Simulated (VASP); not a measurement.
# NaF in VASP: further runs

The runs below take NaF through single point, with PBE, r2SCAN, HSE06.

All numbers are computed with VASP 6.6.1; they aren't measurements. Logs are shortened: lines on timing, memory, paths and dates and some standing lists are left out, and cuts for length are marked.

## Step 1: The cell of the first run

It takes space group Immm (No. 71, orthorhombic). The conventional cell has a = 3.208 Å, b = 3.289 Å, c = 4.594 Å, α = 90.00°, β = 90.00°, γ = 90.00°. Within 3.0 Å of Na (site symmetry mmm) lie 6 F at 2.30 Å. Within 3.0 Å of F (site symmetry mmm) lie 6 Na at 2.30 Å.

## Step 2: Single point, PBE (shear xy strain +2.5%)

Contents of INCAR:

```
SYSTEM = NaF
ALGO = Normal
EDIFF = 1E-6
ENCUT = 520
GGA = PE
ISIF = 2
ISMEAR = -1
LASPH = .TRUE.
LCHARG = .TRUE.
LELF = .TRUE.
LREAL = .FALSE.
LVHAR = .TRUE.
LWAVE = .FALSE.
NBANDS = 14
NELM = 100
PREC = Accurate
SIGMA = 0.02
```

Contents of KPOINTS:

```
k-points
0
G
  10 10 10
  0 0 0
```

Contents of POSCAR:

```
NaF
1.0
    0.0287146011      2.2971680842      2.2971680842
    2.2971680842      0.0287146011      2.2971680842
    2.3258826852      2.3258826852     -0.0000000001
Na F
1 1
Direct
    0.0000000000      0.0000000000      0.0000000000
    0.5000000000      0.5000000000      0.5000000000
```

Potentials or basis: VASP PAW PBE potentials, release 64 (Na_pv, F).

Command:

```sh
$ cat potpaw_PBE.64/Na_pv/POTCAR potpaw_PBE.64/F/POTCAR > POTCAR
$ mpirun -np 1 vasp_std > vasp.out
```

OUTCAR:

```text
SYSTEM = NaF
   EDIFF = 1E-6
   ENCUT = 520
   GGA = PE
   ISIF = 2
   ISMEAR = -1
   LASPH = .TRUE.
   LREAL = .FALSE.
   NELM = 100
   PREC = Accurate

 ion  position               nearest neighbor table
   1  0.000  0.000  0.000-   2 2.30   2 2.30   2 2.30   2 2.30   2 2.30   2 2.30
   2  0.500  0.500  0.500-   1 2.30   1 2.30   1 2.30   1 2.30   1 2.30   1 2.30

  LATTYP: Found a body centered orthorhombic cell.
 ALAT       =     3.2080776814
 B/A-ratio  =     1.0253164557
 C/A-ratio  =     1.4321149999

  Lattice vectors:

 A1 = (   2.2971680841,   0.0287146010,  -2.2971680843)
 A2 = (  -2.2971680842,  -0.0287146011,  -2.2971680842)
 A3 = (   0.0287146011,   2.2971680842,   2.2971680842)

Analysis of symmetry for initial positions (statically):
=====================================================================
 Subroutine PRICEL returns:
 Original cell was already a primitive cell.

 Routine SETGRP: Setting up the symmetry group for a
 body centered orthorhombic supercell.

 Subroutine GETGRP returns: Found  8 space group operations
 (whereof  8 operations were pure point group operations)
 out of a pool of  8 trial point group operations.

The static configuration has the point symmetry D_2h.

Analysis of symmetry for dynamics (positions and initial velocities):
=====================================================================
 Subroutine PRICEL returns:
 Original cell was already a primitive cell.

 Routine SETGRP: Setting up the symmetry group for a
 body centered orthorhombic supercell.

 Subroutine GETGRP returns: Found  8 space group operations
 (whereof  8 operations were pure point group operations)
 out of a pool of  8 trial point group operations.

The dynamic configuration has the point symmetry D_2h.

 Subroutine INISYM returns: Found  8 space group operations
 (whereof  8 operations are pure point group operations),
 and found     1 'primitive' translations

----------------------------------------------------------------------------------------

                                     Primitive cell

  volume of cell :      24.2404

  direct lattice vectors                    reciprocal lattice vectors
     0.028714601  2.297168084  2.297168084    -0.220414482  0.220414482  0.217659301
     2.297168084  0.028714601  2.297168084     0.220414482 -0.220414482  0.217659301
     2.325882685  2.325882685 -0.000000000     0.214972149  0.214972149 -0.217659301

  length of vectors
     3.248813159  3.248813159  3.289294838     0.380185033  0.380185033  0.373900550

  position of ions in fractional coordinates (direct lattice)
     0.000000000  0.000000000  0.000000000
     0.500000000  0.500000000  0.500000000

  ion indices of the primitive-cell ions
   primitive index   ion index
                 1           1
                 2           2

----------------------------------------------------------------------------------------

 KPOINTS: k-points

Automatic generation of k-mesh.
 Grid dimensions read from file:
 generate k-points for:   10   10   10

 Generating k-lattice:

  Cartesian coordinates                     Fractional coordinates (reciprocal lattice)
    -0.022041448  0.022041448  0.021765930     0.100000000  0.000000000  0.000000000
     0.022041448 -0.022041448  0.021765930     0.000000000  0.100000000  0.000000000
     0.021497215  0.021497215 -0.021765930     0.000000000  0.000000000  0.100000000

  Length of vectors
     0.038018503  0.038018503  0.037390055

  Shift w.r.t. Gamma in fractional coordinates (k-lattice)
     0.000000000  0.000000000  0.000000000

 Subroutine IBZKPT returns following result:
 ===========================================

 Found    171 irreducible k-points:

 Following reciprocal coordinates:
            Coordinates               Weight
  0.000000  0.000000  0.000000      1.000000
  0.100000  0.000000  0.000000      4.000000
  0.200000  0.000000  0.000000      4.000000
  0.300000 -0.000000  0.000000      4.000000
  0.400000 -0.000000  0.000000      4.000000
  0.500000  0.000000 -0.000000      2.000000
[... 16 lines left out ...]
  0.300000  0.300000 -0.000000      2.000000
  0.400000  0.300000  0.000000      4.000000
 [... further k-points ...]
   k-points           NKPTS =    171   k-points in BZ     NKDIM =    171   number of bands    NBANDS=     14
   number of dos      NEDOS =    301   number of ions     NIONS =      2
   total plane-waves  NPLWV =  13824
   dimension x,y,z NGX =    24 NGY =   24 NGZ =   24
   dimension x,y,z NGXF=    48 NGYF=   48 NGZF=   48
   ions per type =               1   1
   NGX,Y,Z   is equivalent  to a cutoff of  12.28, 12.28, 12.13 a.u.
   NGXF,Y,Z  is equivalent  to a cutoff of  24.56, 24.56, 24.26 a.u.
 SYSTEM =  NaF
   PREC   = accura    normal or accurate (medium, high low for compatibility)
   ISTART =      0    job   : 0-new  1-cont  2-samecut
   ICHARG =      2    charge: 1-file 2-atom 10-const
   ISPIN  =      1    spin polarized calculation?
   LNONCOLLINEAR =      F non collinear calculations
   LSORBIT =      F    spin-orbit coupling
   LASPH  =      T    aspherical Exc in radial PAW
   ENCUT  =  520.0 eV  38.22 Ry    6.18 a.u.   6.04  6.04  6.12*2*pi/ulx,y,z
   NELM   =    100;   NELMIN=  2; NELMDL= -5     # of ELM steps
   EDIFF  = 0.1E-05   stopping-criterion for ELM
   LREAL  =      F    real-space projection
   EDIFFG = 0.1E-04   stopping-criterion for IOM
   NSW    =      0    number of steps for IOM
   IBRION =     -1    ionic relax: 0-MD 1-quasi-New 2-CG
   NFREE  =      0    steps in history (QN), initial steepest desc. (CG)
   ISIF   =      2    stress and relaxation
   ISYM   =      2    0-nonsym 1-usesym 2-fastsym
   POTIM  = 0.5000    time-step for ionic-motion
   TEBEG  =    0.0;   TEEND  =   0.0 temperature during run
   PSTRESS=    0.0 pullay stress
   NELECT =      14.0000    total number of electrons
   NUPDOWN=      -1.0000    fix difference up-down
   EMIN   =  10.00;   EMAX   =-10.00  energy-range for DOS
   EFERMI =   0.00;   METHOD = LEGACY
   ISMEAR =    -1;   SIGMA  =   0.02  broadening in eV -4-tet -1-fermi 0-gaus
   EFERMI_NEDOS =   21; number of points for ismear=-14 and -15
   IALGO  =     38    algorithm
   IMIX   =      4    mixing-type and parameters
     AMIX     =   0.40;   BMIX     =  1.00
     AMIX_MAG =   1.60;   BMIX_MAG =  1.00
  volume/ion in A,a.u.               =      12.12        81.79
  Fermi-wavevector in a.u.,A,eV,Ry     =   1.363340  2.576338 25.289076  1.858695
  Thomas-Fermi vector in A             =   2.489751
   LORBIT       =      0    0 simple, 1 ext, 2 COOP (PROOUT), +10 PAW based schemes
   GGA     = PE    functional components
   LHFCALC =     F    Hartree Fock is set to
   AEXX    =    0.0000 exact exchange contribution
   IVDW    =     0    specifies the selected vdW correction
   LEPSILON=     F    determine dielectric tensor
   LRPA    =     F    only Hartree local field effects (RPA)
 non-spin polarized calculation
  energy-cutoff  :      520.00
  volume of cell :       24.24
 maximum number of plane-waves:       665
   NGX = 13   NGY = 13   NGZ = 13

 number of electron      13.9999995 magnetization

 Free energy of the ion-electron system (eV)
  ---------------------------------------------------
  ext. energy  EPLUGINS =         0.00000000
  ---------------------------------------------------
  free energy    TOTEN  =        -8.54819870 eV

  energy without entropy =       -8.54819870  energy(sigma->0) =       -8.54819870

 E-fermi :  -1.4783     XC(G=0):  -9.2800

 val. band max:       -1.9320596269   @ k =   0.0000   0.0000   0.0000
 cond. band min:       4.4716230683   @ k =   0.0000   0.0000   0.0000
 fundamental gap:      6.4036826951
 Fermi energy:        -1.4782949356

 k-point     1 :       0.0000    0.0000    0.0000
  band No.  band energies     occupation
      1     -21.1857      2.00000
      2     -20.8425      2.00000
      3     -20.8410      2.00000
      4     -20.8393      2.00000
      5      -2.0011      2.00000
      6      -1.9684      2.00000
      7      -1.9321      2.00000
      8       4.4716      0.00000
      9      16.8882      0.00000
     10      17.1985      0.00000
     11      17.5079      0.00000
     12      20.1010      0.00000
     13      22.3173      0.00000
     14      22.3272      0.00000

 k-point     2 :       0.1000    0.0000    0.0000
  band No.  band energies     occupation
      1     -21.3152      2.00000
      2     -20.8430      2.00000
      3     -20.8405      2.00000
      4     -20.6982      2.00000
      5      -2.1511      2.00000
      6      -2.0280      2.00000
      7      -1.9829      2.00000
      8       4.8412      0.00000
      9      16.0351      0.00000
     10      17.0553      0.00000
     11      17.4696      0.00000
     12      21.5909      0.00000
     13      21.8743      0.00000
     14      21.9416      0.00000

 k-point     3 :       0.2000    0.0000    0.0000
  band No.  band energies     occupation
      1     -21.5055      2.00000
      2     -20.8470      2.00000
      3     -20.8436      2.00000
      4     -20.4701      2.00000
      5      -2.6229      2.00000
      6      -2.0977      2.00000
      7      -2.0557      2.00000
      8       5.7894      0.00000
      9      14.2364      0.00000
     10      17.4804      0.00000
     11      17.8615      0.00000
     12      21.1850      0.00000
     13      21.3400      0.00000
     14      22.7821      0.00000

 k-point     4 :       0.3000   -0.0000    0.0000
  band No.  band energies     occupation
      1     -21.6597      2.00000
      2     -20.8518      2.00000
      3     -20.8474      2.00000
      4     -20.2684      2.00000
      5      -3.1198      2.00000
      6      -2.1825      2.00000
      7      -2.1430      2.00000
      8       7.0225      0.00000
      9      12.7238      0.00000
     10      17.9245      0.00000
     11      18.2456      0.00000
     12      20.8324      0.00000
     13      21.0982      0.00000
     14      22.5572      0.00000

 k-point     5 :       0.4000   -0.0000    0.0000
  band No.  band energies     occupation
      1     -21.7573      2.00000
      2     -20.8558      2.00000
      3     -20.8504      2.00000
      4     -20.1319      2.00000
      5      -3.4755      2.00000
      6      -2.2502      2.00000
      7      -2.2124      2.00000
      8       8.2654      0.00000
      9      11.4997      0.00000
     10      18.1360      0.00000
     11      18.3975      0.00000
[... 276 lines left out ...]
 k-point    22 :      -0.2000    0.2000    0.0000
  band No.  band energies     occupation
      1     -21.6192      2.00000
      2     -20.8838      2.00000
      3     -20.8443      2.00000
      4     -20.2865      2.00000
      5      -3.0778      2.00000
      6      -2.3357      2.00000
      7      -2.1981      2.00000
      8       7.4816      0.00000
      9      12.7610      0.00000
     10      16.3848      0.00000
     11      19.1736      0.00000
     12      19.2031      0.00000
     13      21.0799      0.00000
     14      24.7927      0.00000

 k-point    23 :       0.3000    0.3000   -0.0000
  band No.  band energies     occupation
      1     -21.4434      2.00000
      2     -20.8786      2.00000
      3     -20.8784      2.00000
      4     -20.4707      2.00000
      5      -3.0669      2.00000
      6      -2.2978      2.00000
      7      -2.2024      2.00000
      8       7.7868      0.00000
      9      12.5361      0.00000
     10      16.1867      0.00000
     11      17.5446      0.00000
     12      18.1553      0.00000
     13      24.0896      0.00000
     14      24.6178      0.00000

 k-point    24 :       0.4000    0.3000    0.0000
  band No.  band energies     occupation
      1     -21.4116      2.00000
      2     -20.8935      2.00000
      3     -20.8844      2.00000
      4     -20.4842      2.00000
      5      -3.1772      2.00000
      6      -2.3536      2.00000
      7      -2.3202      2.00000
      8       8.8018      0.00000
      9      12.0149      0.00000
     10      15.0397      0.00000
     11      17.6923      0.00000
     12      18.2138      0.00000
     13      23.8750      0.00000
     14      24.9672      0.00000

 [... further k-points ...]

------------------------ aborting loop because EDIFF is reached ----------------------------------------

  FORCE on cell =-STRESS in cart. coord.  units (eV):
  Direction    XX          YY          ZZ          XY          YZ          ZX
  --------------------------------------------------------------------------------------
  -------------------------------------------------------------------------------------
  Total        0.5315362      0.5315362      0.5277012     -0.1018115      0.0000000      0.0000000
  in kB       35.1320052     35.1320052     34.8785358     -6.7292555      0.0000000      0.0000000
  external PRESSURE =      35.0475154 kB  Pullay stress =       0.0000000 kB

 VOLUME and BASIS-vectors are now :
 -----------------------------------------------------------------------------
  energy-cutoff  :      520.00
  volume of cell :       24.24
      direct lattice vectors                 reciprocal lattice vectors
     0.028714601  2.297168084  2.297168084    -0.220414482  0.220414482  0.217659301
     2.297168084  0.028714601  2.297168084     0.220414482 -0.220414482  0.217659301
     2.325882685  2.325882685 -0.000000000     0.214972149  0.214972149 -0.217659301

 POSITION                                       TOTAL-FORCE (eV/Angst)
 -----------------------------------------------------------------------------------
      0.00000      0.00000      0.00000         0.000000      0.000000      0.000000
      2.32588      2.32588      2.29717        -0.000000     -0.000000     -0.000000
 -----------------------------------------------------------------------------------
    total drift:                                0.000000     -0.000000      0.000000

  FREE ENERGIE OF THE ION-ELECTRON SYSTEM (eV)
  ---------------------------------------------------
  free  energy   TOTEN  =        -8.5481987019 eV

  energy  without entropy=       -8.5481987019  energy(sigma->0) =       -8.54819870
```

Wall time 22 s (1 thread of AMD EPYC 9R45 (Zen 5), shared host); peak memory 0.14 GiB.

What came out:

* Free energy: -8.5482 eV
* Pressure: 3.5 GPa
* Band gap on the k mesh: 6.40 eV

Caveat: the cell differs from its parent crystal (shear xy strain +2.5%); the cell stands under pressure. A k mesh can miss the band edges.

## Step 3: Single point, r2SCAN (shear xy strain +2.5%)

POSCAR is that of step 2.

Contents of INCAR.step1:

```
PREC = Accurate
ENCUT = 520
ISMEAR = 0
SIGMA = 0.01
LREAL = False
LASPH = True
NELM = 80
NBANDS = 14
GGA = PE
ALGO = Normal
EDIFF = 1E-4
LWAVE = True
LCHARG = False
```

Contents of INCAR.step2:

```
PREC = Accurate
ENCUT = 520
EDIFF = 1E-6
ISMEAR = 0
SIGMA = 0.01
LREAL = False
LASPH = True
NELM = 80
ALGO = Normal
ISIF = 2
LWAVE = False
LCHARG = False
METAGGA = R2SCAN
LMIXTAU = True
NBANDS = 14
ISTART = 1
```

Contents of KPOINTS:

```
regular mesh
0
Gamma
  10 10 10
```

Potentials or basis: VASP PAW PBE potentials, release 64 (Na_pv, F).

Command:

```sh
$ cat potpaw_PBE.64/Na_pv/POTCAR potpaw_PBE.64/F/POTCAR > POTCAR
$ cp INCAR.step1 INCAR
$ mpirun -np 1 vasp_std > vasp.out
$ cp INCAR.step2 INCAR
$ mpirun -np 1 vasp_std > vasp.out
```

Run time: 1.7 min. Hardware: 1 thread of AMD EPYC 9R45 (Zen 5), shared host; peak memory 0.14 GiB.

Results (log left out):

| Item | Value |
| --- | --- |
| Free energy | -12.6017 eV |
| Pressure | -0.7 GPa |
| Band gap on the k mesh | 7.28 eV |

Stress tensor (GPa, compression positive):
```
-0.67 -0.70  0.00
-0.70 -0.67  0.00
 0.00  0.00 -0.78
```

Levels at points of the mesh, in eV from the valence-band top:
```csv
k point,band 4,band 5,band 6,band 7,band 8,band 9,band 10,band 11
"(0.00, 0.00, 0.00)",-19.46,-0.07,-0.04,0.00,7.28,19.62,19.94,20.26
"(0.50, 0.00, 0.00)",-18.94,-1.63,-0.35,-0.32,11.76,13.72,21.40,21.65
"(0.50, 0.50, 0.00)",-19.51,-1.34,-0.50,-0.40,13.95,14.25,15.10,21.11
"(0.00, 0.00, 0.50)",-18.93,-1.65,-0.31,-0.27,11.76,13.50,21.69,21.95
"(0.50, 0.00, 0.50)",-19.51,-1.34,-0.45,-0.45,13.97,14.25,15.07,21.43
```

Caveat: the cell differs from its parent crystal (shear xy strain +2.5%); the PAW data sets were made with another functional, which shifts forces and pressure a little. A k mesh can miss the band edges.

(Part 1 of 2 ends here.)
